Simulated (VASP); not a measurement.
# BP in VASP: a series of runs

BP is run at these levels: PBEsol; tasks: single point.

Everything below comes from runs of VASP 6.6.1. Logs are shortened: lines on timing, memory, paths and dates and some standing lists are left out, and cuts for length are marked.

## (1) The cell of the first run

The structure is tetragonal, space group I-4m2 (No. 119). Conventional cell: a = 3.173 Å, b = 3.173 Å, c = 4.724 Å, α = 90.00°, β = 90.00°, γ = 90.00°. B (site symmetry -4m2) has 4 P at 1.98 Å within 2.6 Å. P (site symmetry -4m2) has 4 B at 1.98 Å within 2.6 Å.

## (2) Single point, PBEsol (uniaxial strain along c: +4.5 %, then relaxed in part)

File INCAR:

```
SYSTEM = BP
ALGO = Normal
EDIFF = 1E-6
ENCUT = 520
GGA = PS
ISIF = 2
ISMEAR = 0
LASPH = .True.
LCHARG = .False.
LREAL = .False.
LWAVE = .False.
NBANDS = 16
NELM = 100
PREC = Accurate
SIGMA = 0.02
```

File KPOINTS:

```
k-points
0
Gamma
  8 8 6
  0 0 0
```

File POSCAR:

```
BP
1.0
    2.2437595563      2.2437595563      0.0000000000
   -2.2437595563      2.2437595563      0.0000000000
    0.0000000000      0.0000000000      4.7236105810
B P
2 2
Direct
    0.0000000000      0.0000000000      0.0000000000
    0.5000000000      0.5000000000      0.5000000000
    0.5000000000      0.0000000000      0.7500000000
    0.0000000000      0.5000000000      0.2500000000
```

Potentials or basis: VASP PAW PBE potentials, release 64 (B, P).

Started as:

```console
cat potpaw_PBE.64/B/POTCAR potpaw_PBE.64/P/POTCAR > POTCAR
mpirun -np 1 vasp_std > vasp.out
```

OUTCAR:

```text
SYSTEM = BP
   EDIFF = 1E-6
   ENCUT = 520
   GGA = PS
   ISIF = 2
   ISMEAR = 0
   LASPH = .True.
   LREAL = .False.
   NELM = 100
   PREC = Accurate

 ion  position               nearest neighbor table
   1  0.000  0.000  0.000-   3 1.98   4 1.98   4 1.98   3 1.98
   2  0.500  0.500  0.500-   3 1.98   4 1.98   3 1.98   4 1.98
   3  0.500  0.000  0.750-   1 1.98   2 1.98   2 1.98   1 1.98
   4  0.000  0.500  0.250-   1 1.98   2 1.98   1 1.98   2 1.98

  LATTYP: Found a simple tetragonal cell.
 ALAT       =     3.1731551952
 C/A-ratio  =     1.4886163110

  Lattice vectors:

 A1 = (   2.2437595563,   2.2437595563,   0.0000000000)
 A2 = (  -2.2437595563,   2.2437595563,   0.0000000000)
 A3 = (   0.0000000000,   0.0000000000,   4.7236105810)

Analysis of symmetry for initial positions (statically):
=====================================================================
 Subroutine PRICEL returns following result:

  LATTYP: Found a body centered tetragonal cell.
 ALAT       =     3.1731551952
 C/A-ratio  =     1.4886163110

  Lattice vectors:

 A1 = (   2.2437595563,   0.0000000000,  -2.3618052905)
 A2 = (  -2.2437595563,   0.0000000000,  -2.3618052905)
 A3 = (   0.0000000000,   2.2437595563,   2.3618052905)

   2 primitive cells build up your supercell.

 Routine SETGRP: Setting up the symmetry group for a
 simple tetragonal supercell.

 Subroutine GETGRP returns: Found  8 space group operations
 (whereof  8 operations were pure point group operations)
 out of a pool of 16 trial point group operations.

The static configuration has the point symmetry D_2d.

Analysis of symmetry for dynamics (positions and initial velocities):
=====================================================================
 Subroutine PRICEL returns following result:

  LATTYP: Found a body centered tetragonal cell.
 ALAT       =     3.1731551952
 C/A-ratio  =     1.4886163110

  Lattice vectors:

 A1 = (   2.2437595563,   0.0000000000,  -2.3618052905)
 A2 = (  -2.2437595563,   0.0000000000,  -2.3618052905)
 A3 = (   0.0000000000,   2.2437595563,   2.3618052905)

   2 primitive cells build up your supercell.

 Routine SETGRP: Setting up the symmetry group for a
 simple tetragonal supercell.

 Subroutine GETGRP returns: Found  8 space group operations
 (whereof  8 operations were pure point group operations)
 out of a pool of 16 trial point group operations.

The dynamic configuration has the point symmetry D_2d.

 Subroutine INISYM returns: Found  8 space group operations
 (whereof  8 operations are pure point group operations),
 and found     2 'primitive' translations

----------------------------------------------------------------------------------------

                                     Primitive cell

  volume of cell :      23.7808

  direct lattice vectors                    reciprocal lattice vectors
     2.243759556  0.000000000 -2.361805290     0.222840277  0.222840277 -0.211702464
    -2.243759556  0.000000000 -2.361805291    -0.222840277  0.222840277 -0.211702464
     0.000000000  2.243759556  2.361805291     0.000000000  0.445680553  0.000000000

  length of vectors
     3.257695685  3.257695685  3.257695685     0.379649195  0.379649195  0.445680553

  position of ions in fractional coordinates (direct lattice)
     0.000000000  0.000000000  0.000000000
     0.750000000  0.250000000  0.500000000

  ion indices of the primitive-cell ions
   primitive index   ion index
                 1           1
                 2           3

----------------------------------------------------------------------------------------

 KPOINTS: k-points

Automatic generation of k-mesh.
 Grid dimensions read from file:
 generate k-points for:    8    8    6

 Generating k-lattice:

  Cartesian coordinates                     Fractional coordinates (reciprocal lattice)
     0.027855035  0.027855035  0.000000000     0.125000000  0.000000000  0.000000000
    -0.027855035  0.027855035  0.000000000     0.000000000  0.125000000  0.000000000
     0.000000000  0.000000000  0.035283744     0.000000000  0.000000000  0.166666667

  Length of vectors
     0.039392968  0.039392968  0.035283744

  Shift w.r.t. Gamma in fractional coordinates (k-lattice)
     0.000000000  0.000000000  0.000000000

 Subroutine IBZKPT returns following result:
 ===========================================

 Found     60 irreducible k-points:

 Following reciprocal coordinates:
            Coordinates               Weight
  0.000000  0.000000  0.000000      1.000000
  0.125000  0.000000  0.000000      4.000000
  0.250000  0.000000  0.000000      4.000000
  0.375000  0.000000  0.000000      4.000000
  0.500000  0.000000  0.000000      2.000000
  0.125000  0.125000  0.000000      4.000000
[... 16 lines left out ...]
  0.375000  0.125000  0.166667     16.000000
  0.500000  0.125000  0.166667      8.000000
 [... further k-points ...]
   k-points           NKPTS =     60   k-points in BZ     NKDIM =     60   number of bands    NBANDS=     16
   number of dos      NEDOS =    301   number of ions     NIONS =      4
   total plane-waves  NPLWV =  20736
   dimension x,y,z NGX =    24 NGY =   24 NGZ =   36
   dimension x,y,z NGXF=    48 NGYF=   48 NGZF=   72
   ions per type =               2   2
   NGX,Y,Z   is equivalent  to a cutoff of  12.57, 12.57, 12.67 a.u.
   NGXF,Y,Z  is equivalent  to a cutoff of  25.15, 25.15, 25.34 a.u.
 SYSTEM =  BP
   PREC   = accura    normal or accurate (medium, high low for compatibility)
   ISTART =      0    job   : 0-new  1-cont  2-samecut
   ICHARG =      2    charge: 1-file 2-atom 10-const
   ISPIN  =      1    spin polarized calculation?
   LNONCOLLINEAR =      F non collinear calculations
   LSORBIT =      F    spin-orbit coupling
   LASPH  =      T    aspherical Exc in radial PAW
   ENCUT  =  520.0 eV  38.22 Ry    6.18 a.u.   5.90  5.90  8.78*2*pi/ulx,y,z
   NELM   =    100;   NELMIN=  2; NELMDL= -5     # of ELM steps
   EDIFF  = 0.1E-05   stopping-criterion for ELM
   LREAL  =      F    real-space projection
   EDIFFG = 0.1E-04   stopping-criterion for IOM
   NSW    =      0    number of steps for IOM
   IBRION =     -1    ionic relax: 0-MD 1-quasi-New 2-CG
   NFREE  =      0    steps in history (QN), initial steepest desc. (CG)
   ISIF   =      2    stress and relaxation
   ISYM   =      2    0-nonsym 1-usesym 2-fastsym
   POTIM  = 0.5000    time-step for ionic-motion
   TEBEG  =    0.0;   TEEND  =   0.0 temperature during run
   PSTRESS=    0.0 pullay stress
   NELECT =      16.0000    total number of electrons
   NUPDOWN=      -1.0000    fix difference up-down
   EMIN   =  10.00;   EMAX   =-10.00  energy-range for DOS
   EFERMI =   0.00;   METHOD = LEGACY
   ISMEAR =     0;   SIGMA  =   0.02  broadening in eV -4-tet -1-fermi 0-gaus
   EFERMI_NEDOS =   21; number of points for ismear=-14 and -15
   IALGO  =     38    algorithm
   IMIX   =      4    mixing-type and parameters
     AMIX     =   0.40;   BMIX     =  1.00
     AMIX_MAG =   1.60;   BMIX_MAG =  1.00
  volume/ion in A,a.u.               =      11.89        80.24
  Fermi-wavevector in a.u.,A,eV,Ry     =   1.138577  2.151599 17.638030  1.296359
  Thomas-Fermi vector in A             =   2.275282
   LORBIT       =      0    0 simple, 1 ext, 2 COOP (PROOUT), +10 PAW based schemes
   GGA     = PS    functional components
   LHFCALC =     F    Hartree Fock is set to
   AEXX    =    0.0000 exact exchange contribution
   IVDW    =     0    specifies the selected vdW correction
   LEPSILON=     F    determine dielectric tensor
   LRPA    =     F    only Hartree local field effects (RPA)
 non-spin polarized calculation
 Gauss-broadening in eV      SIGMA  =   0.02
  energy-cutoff  :      520.00
  volume of cell :       47.56
 maximum number of plane-waves:      1320
 NGX is ok and might be reduce to    24
   NGX = 11   NGY = 11   NGZ = 17

 number of electron      16.0000001 magnetization

 Free energy of the ion-electron system (eV)
  ---------------------------------------------------
  ext. energy  EPLUGINS =         0.00000000
  ---------------------------------------------------
  free energy    TOTEN  =       -27.25588251 eV

  energy without entropy =      -27.25588251  energy(sigma->0) =      -27.25588251

 E-fermi :   7.5374     XC(G=0): -10.9739

 val. band max:        7.3791637781   @ k =   0.0000   0.0000   0.0000
 cond. band min:       8.1793774727   @ k =   0.3750   0.3750   0.0000
 fundamental gap:      0.8002136946
 Fermi energy:         7.5374219659

 k-point     1 :       0.0000    0.0000    0.0000
  band No.  band energies     occupation
      1      -8.1401      2.00000
      2      -3.6812      2.00000
      3      -1.6024      2.00000
      4       3.4801      2.00000
      5       3.4801      2.00000
      6       6.8513      2.00000
[... 8 lines left out ...]
     15      18.3123      0.00000
     16      18.5609      0.00000

 k-point     2 :       0.1250    0.0000    0.0000
  band No.  band energies     occupation
      1      -7.9481      2.00000
      2      -3.5897      2.00000
      3      -1.4670      2.00000
      4       2.4241      2.00000
      5       3.6382      2.00000
      6       6.1177      2.00000
[... 8 lines left out ...]
     15      18.4195      0.00000
     16      18.6639      0.00000

 k-point     3 :       0.2500    0.0000    0.0000
  band No.  band energies     occupation
      1      -7.3795      2.00000
      2      -3.5113      2.00000
      3      -1.1116      2.00000
      4       1.0072      2.00000
      5       4.0971      2.00000
      6       4.1187      2.00000
[... 8 lines left out ...]
     15      16.8363      0.00000
     16      17.3134      0.00000

 k-point     4 :       0.3750    0.0000    0.0000
  band No.  band energies     occupation
      1      -6.4623      2.00000
      2      -4.0843      2.00000
      3      -0.5340      2.00000
      4       0.8382      2.00000
      5       2.1831      2.00000
      6       3.1220      2.00000
[... 8 lines left out ...]
     15      15.8279      0.00000
     16      16.5103      0.00000

 k-point     5 :       0.5000    0.0000    0.0000
  band No.  band energies     occupation
      1      -5.2774      2.00000
      2      -5.2774      2.00000
      3       0.5782      2.00000
      4       0.5782      2.00000
      5       1.7461      2.00000
      6       1.7461      2.00000
[... 8 lines left out ...]
     15      15.6410      0.00000
     16      15.6410      0.00000

 k-point     6 :       0.1250    0.1250    0.0000
  band No.  band energies     occupation
      1      -7.7565      2.00000
      2      -3.4919      2.00000
      3      -1.3393      2.00000
      4       2.5692      2.00000
      5       2.6092      2.00000
      6       5.7748      2.00000
[... 8 lines left out ...]
     15      17.3302      0.00000
     16      17.9407      0.00000
[... 267 lines left out ...]
 k-point    21 :       0.1250    0.1250    0.1667
  band No.  band energies     occupation
      1      -7.6043      2.00000
      2      -4.2580      2.00000
      3      -0.4703      2.00000
      4       2.6153      2.00000
      5       2.9619      2.00000
      6       4.7854      2.00000
[... 8 lines left out ...]
     15      16.0674      0.00000
     16      17.3910      0.00000

 k-point    22 :       0.2500    0.1250    0.1667
  band No.  band energies     occupation
      1      -7.0412      2.00000
      2      -3.9546      2.00000
      3      -0.6364      2.00000
      4       1.6251      2.00000
      5       3.0890      2.00000
      6       3.2968      2.00000
[... 8 lines left out ...]
     15      14.6350      0.00000
     16      17.2714      0.00000

 k-point    23 :       0.3750    0.1250    0.1667
  band No.  band energies     occupation
      1      -6.1395      2.00000
      2      -4.0437      2.00000
      3      -0.9885      2.00000
      4       1.2345      2.00000
      5       1.8844      2.00000
      6       3.9843      2.00000
[... 8 lines left out ...]
     15      15.7334      0.00000
     16      16.2399      0.00000

 k-point    24 :       0.5000    0.1250    0.1667
  band No.  band energies     occupation
      1      -5.0069      2.00000
      2      -5.0069      2.00000
      3      -0.2552      2.00000
      4      -0.2552      2.00000
      5       2.8802      2.00000
      6       2.8802      2.00000
[... 8 lines left out ...]
     15      14.8250      0.00000
     16      14.8250      0.00000

 [... further k-points ...]
[... 5 lines left out ...]
  --------------------------------------------------------------------------------------
  -------------------------------------------------------------------------------------
  Total        0.0295824      0.0295824     -4.2054265      0.0000000     -0.0000000      0.0000000
  in kB        0.9965226      0.9965226   -141.6654391      0.0000000     -0.0000000      0.0000000
  external PRESSURE =     -46.5574647 kB  Pullay stress =       0.0000000 kB

 VOLUME and BASIS-vectors are now :
 -----------------------------------------------------------------------------
  energy-cutoff  :      520.00
  volume of cell :       47.56
      direct lattice vectors                 reciprocal lattice vectors
     2.243759556  2.243759556  0.000000000     0.222840277  0.222840277  0.000000000
    -2.243759556  2.243759556  0.000000000    -0.222840277  0.222840277  0.000000000
     0.000000000  0.000000000  4.723610581     0.000000000  0.000000000  0.211702464

 POSITION                                       TOTAL-FORCE (eV/Angst)
 -----------------------------------------------------------------------------------
      0.00000      0.00000      0.00000        -0.000000     -0.000000     -0.000000
      0.00000      2.24376      2.36181        -0.000000     -0.000000     -0.000000
      1.12188      1.12188      3.54271         0.000000      0.000000     -0.000000
     -1.12188      1.12188      1.18090         0.000000      0.000000      0.000000
 -----------------------------------------------------------------------------------
    total drift:                               -0.000000      0.000000     -0.000000

  FREE ENERGIE OF THE ION-ELECTRON SYSTEM (eV)
  ---------------------------------------------------
  free  energy   TOTEN  =       -27.2558825121 eV

  energy  without entropy=      -27.2558825121  energy(sigma->0) =      -27.25588251
```

Run time: 62 s. Hardware: 1 thread of AMD EPYC 7R13, shared host; peak memory 0.14 GiB.

Results:

* Free energy: -27.2559 eV
* Pressure: -4.7 GPa
* Band gap on the k mesh: 0.80 eV

Caveat: the cell differs from its parent crystal (uniaxial strain along c: +4.5 %, then relaxed in part); the PAW data sets were made with another functional, which shifts forces and pressure a little. A k mesh can miss the band edges.

[end of part 1 of 2]
